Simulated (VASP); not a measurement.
# Si2Mo in VASP: notebook, part 2 of 2

VASP 6.6.1. Earlier steps stand in the parts before.

## Step 6: Single point, PBEsol (uniaxial strain along a: +1.5 %, then relaxed in part)

File INCAR:

```
  ALGO = Normal
  EDIFF = 1E-7
  ENCUT = 520
  GGA = PS
  ISIF = 2
  ISMEAR = 0
  LASPH = T
  LCHARG = F
  LREAL = F
  LWAVE = F
  NBANDS = 31
  NELM = 100
  PREC = Accurate
  SIGMA = 0.1
```

File KPOINTS:

```
k-points
0
Gamma
  12 12 6
```

File POSCAR:

```
Si2Mo
1.0
    3.2379212241      0.0000000000      0.0000000000
    0.0000000000      3.1780866854      0.0000000000
    0.0000000000      0.0000000000      7.8046802932
Si Mo
4 2
Direct
    0.0000000000      0.0000000000      0.3351911266
    0.5000000000      0.5000000000      0.1648088734
    0.5000000000      0.5000000000      0.8351911266
    0.0000000000      0.0000000000      0.6648088734
    0.0000000000      0.0000000000      0.0000000000
    0.5000000000      0.5000000000      0.5000000000
```

Potentials or basis: VASP PAW PBE potentials, release 64 (Si, Mo_sv).

Run with:

```
$ cat potpaw_PBE.64/Si/POTCAR potpaw_PBE.64/Mo_sv/POTCAR > POTCAR
$ mpirun -np 1 vasp_std > vasp.out
```

OUTCAR:

```text
EDIFF = 1E-7
   ENCUT = 520
   GGA = PS
   ISIF = 2
   ISMEAR = 0
   LASPH = T
   LREAL = F
   NELM = 100
   PREC = Accurate

 ion  position               nearest neighbor table
   1  0.000  0.000  0.335-   4 2.57   6 2.61   6 2.61   6 2.61   6 2.61   5 2.62   2 2.63   2 2.63
                             2 2.63   2 2.63
   2  0.500  0.500  0.165-   3 2.57   5 2.61   5 2.61   5 2.61   5 2.61   6 2.62   1 2.63   1 2.63
                             1 2.63   1 2.63
   3  0.500  0.500  0.835-   2 2.57   5 2.61   5 2.61   5 2.61   5 2.61   6 2.62   4 2.63   4 2.63
                             4 2.63   4 2.63
   4  0.000  0.000  0.665-   1 2.57   6 2.61   6 2.61   6 2.61   6 2.61   5 2.62   3 2.63   3 2.63
                             3 2.63   3 2.63
   5  0.000  0.000  0.000-   2 2.61   3 2.61   2 2.61   3 2.61   2 2.61   3 2.61   2 2.61   3 2.61
                             1 2.62   4 2.62
   6  0.500  0.500  0.500-   1 2.61   4 2.61   1 2.61   4 2.61   1 2.61   4 2.61   1 2.61   4 2.61
                             3 2.62   2 2.62

  LATTYP: Found a simple orthorhombic cell.
 ALAT       =     3.1780866854
 B/A-ratio  =     1.0188272205
 C/A-ratio  =     2.4557795510

  Lattice vectors:

 A1 = (   0.0000000000,  -3.1780866854,   0.0000000000)
[... 201 lines left out ...]
  energy without entropy =      -50.13805302  energy(sigma->0) =      -50.13945758

 E-fermi :  12.1879     XC(G=0): -12.5190

 val. band max:       12.1594975156   @ k =   0.0000   0.0833   0.5000
 cond. band min:      12.1904607352   @ k =   0.0833   0.0000   0.1667
 fundamental gap:      0.0309632196
 Fermi energy:        12.1878520752

 k-point     1 :       0.0000    0.0000    0.0000
  band No.  band energies     occupation
      1     -48.4169      2.00000
      2     -48.4162      2.00000
      3     -22.6224      2.00000
      4     -22.5968      2.00000
      5     -22.5576      2.00000
      6     -22.5557      2.00000
[... 805 lines left out ...]
     30      17.3154      0.00000
     31      17.3651      0.00000

 [... further k-points ...]
[... 5 lines left out ...]
  --------------------------------------------------------------------------------------
  -------------------------------------------------------------------------------------
  Total       -2.4978237      0.1872328      0.1925113     -0.0000000      0.0000000      0.0000000
  in kB      -49.8293505      3.7351264      3.8404292     -0.0000000      0.0000000      0.0000000
  external PRESSURE =     -14.0845983 kB  Pullay stress =       0.0000000 kB

 VOLUME and BASIS-vectors are now :
 -----------------------------------------------------------------------------
  energy-cutoff  :      520.00
  volume of cell :       80.31
      direct lattice vectors                 reciprocal lattice vectors
     3.237921224  0.000000000  0.000000000     0.308840126  0.000000000  0.000000000
     0.000000000  3.178086685  0.000000000     0.000000000  0.314654728  0.000000000
     0.000000000  0.000000000  7.804680293     0.000000000  0.000000000  0.128128246

 POSITION                                       TOTAL-FORCE (eV/Angst)
 -----------------------------------------------------------------------------------
      0.00000      0.00000      2.61606         0.000000     -0.000000     -0.004099
      1.61896      1.58904      1.28628        -0.000000     -0.000000      0.004099
      1.61896      1.58904      6.51840         0.000000      0.000000     -0.004099
      0.00000      0.00000      5.18862        -0.000000      0.000000      0.004099
      0.00000      0.00000      0.00000        -0.000000      0.000000      0.000000
      1.61896      1.58904      3.90234         0.000000      0.000000      0.000000
 -----------------------------------------------------------------------------------
    total drift:                                0.000000      0.000000     -0.000000

  FREE ENERGIE OF THE ION-ELECTRON SYSTEM (eV)
  ---------------------------------------------------
  free  energy   TOTEN  =       -50.1408621339 eV

  energy  without entropy=      -50.1380530247  energy(sigma->0) =      -50.13945758
```

OSZICAR:

```text
N       E                     dE             d eps       ncg     rms          rms(c)
DAV:   1     0.311011266902E+03    0.31101E+03   -0.23140E+04 12464   0.136E+03
DAV:   2    -0.397737303806E+02   -0.35078E+03   -0.33846E+03 13831   0.362E+02
DAV:   3    -0.519448988753E+02   -0.12171E+02   -0.11892E+02 15875   0.590E+01
DAV:   4    -0.520960155052E+02   -0.15112E+00   -0.15085E+00 14520   0.626E+00
DAV:   5    -0.520979352954E+02   -0.19198E-02   -0.19194E-02 15594   0.706E-01    0.321E+01
DAV:   6    -0.504870645131E+02    0.16109E+01   -0.10706E+01 14225   0.183E+01    0.675E+00
DAV:   7    -0.502422352785E+02    0.24483E+00   -0.19012E+00 13633   0.734E+00    0.668E+00
DAV:   8    -0.501422792922E+02    0.99956E-01   -0.29691E-01 14434   0.335E+00    0.628E-01
DAV:   9    -0.501413095434E+02    0.96975E-03   -0.97701E-03 15153   0.506E-01    0.387E-01
DAV:  10    -0.501410981937E+02    0.21135E-03   -0.36096E-03 14179   0.400E-01    0.219E-01
DAV:  11    -0.501408643871E+02    0.23381E-03   -0.12020E-03 14361   0.217E-01    0.388E-02
DAV:  12    -0.501408628251E+02    0.15619E-05   -0.32055E-05 14350   0.316E-02    0.146E-02
DAV:  13    -0.501408623218E+02    0.50339E-06   -0.24146E-06 15534   0.772E-03    0.393E-03
DAV:  14    -0.501408621860E+02    0.13578E-06   -0.53805E-07 12628   0.421E-03    0.171E-03
DAV:  15    -0.501408621339E+02    0.52083E-07   -0.15989E-08  8113   0.800E-04
   1 F= -.50140862E+02 E0= -.50139458E+02  d E =-.280911E-02
```

Run time: 3.4 min. Hardware: 1 thread of Intel Xeon Platinum 8488C (Sapphire Rapids), shared host; peak memory 0.46 GiB.

Results:

```yaml
Free_energy: -50.1409 eV
Pressure: -1.4 GPa
Largest_force: 0.004 eV/Å
Band_gap_on_the_k_mesh: zero (bands 22 and 23 overlap by 0.83 eV)
```

Forces on the atoms (eV/Å):
```
Si   0.000  0.000 -0.004
Si   0.000  0.000  0.004
Si   0.000  0.000 -0.004
Si   0.000  0.000  0.004
Mo   0.000  0.000  0.000
Mo   0.000  0.000  0.000
```

Stress tensor (GPa, compression positive):
```
-4.98  0.00  0.00
 0.00  0.37  0.00
 0.00  0.00  0.38
```

Levels at points of the mesh, in eV from the Fermi level:
```
           k point  band 20  band 21  band 22  band 23  band 24  band 25
(0.00, 0.00, 0.00)    -0.67    -0.45    -0.28     0.36     0.50     2.96
(0.50, 0.00, 0.00)    -2.33    -0.61    -0.61     1.78     1.78     3.16
(0.00, 0.50, 0.00)    -2.29    -0.80    -0.80     1.93     1.93     3.41
(0.50, 0.50, 0.00)    -3.01    -1.22    -1.22     2.26     2.26     2.78
(0.00, 0.00, 0.50)    -1.91     0.42     0.42     1.54     1.54     1.86
(0.50, 0.00, 0.50)    -2.47    -0.42    -0.42     2.08     2.08     3.26
(0.00, 0.50, 0.50)    -2.55    -0.60    -0.60     2.39     2.39     2.93
(0.50, 0.50, 0.50)    -2.11    -2.00    -2.00     0.35     0.35     2.27
```

Caveat: the cell differs from its parent crystal (uniaxial strain along a: +1.5 %, then relaxed in part); the PAW data sets were made with another functional, which shifts forces and pressure a little.

## Step 7: The runs side by side

| cell | k mesh | smearing | gap on the mesh (eV) | pressure (GPa) | largest force (eV/Å) |
| --- | --- | --- | --- | --- | --- |
| a = 4.515 Å, angles 138.6, 138.6, 60.0°, 3 atoms, atomic positions A | 14 × 14 × 14 | gaussian 0.15 eV | none | 0.4 | - |
| a = 3.334, b = 3.154, c = 7.777 Å, 6 atoms, atomic positions B | 12 × 12 × 6 | gaussian 0.1 eV | none | -4.7 | 0.01 |
| a = 3.142, b = 3.202, c = 7.851 Å, 6 atoms, atomic positions B | 12 × 12 × 6 | gaussian 0.1 eV | none | 2.0 | - |
| a = 3.238, b = 3.178, c = 7.792 Å, 6 atoms, atomic positions B | 12 × 12 × 6 | gaussian 0.1 eV | none | -1.0 | 0.01 |
| a = 3.238, b = 3.178, c = 7.805 Å, 6 atoms, atomic positions B | 12 × 12 × 6 | gaussian 0.1 eV | none | -1.4 | - |

Alike in all rows: task single point; level PBEsol; potentials or basis VASP PAW PBE potentials, release 64 (Si, Mo_sv); no spin polarisation; cutoff (eV) 520.

Caveats: the PAW data sets were made with another functional, which shifts forces and pressure a little; the cell stands under tension (at least some runs).

Total energies depend on the potentials used, so only differences within one code and one set of settings carry meaning.
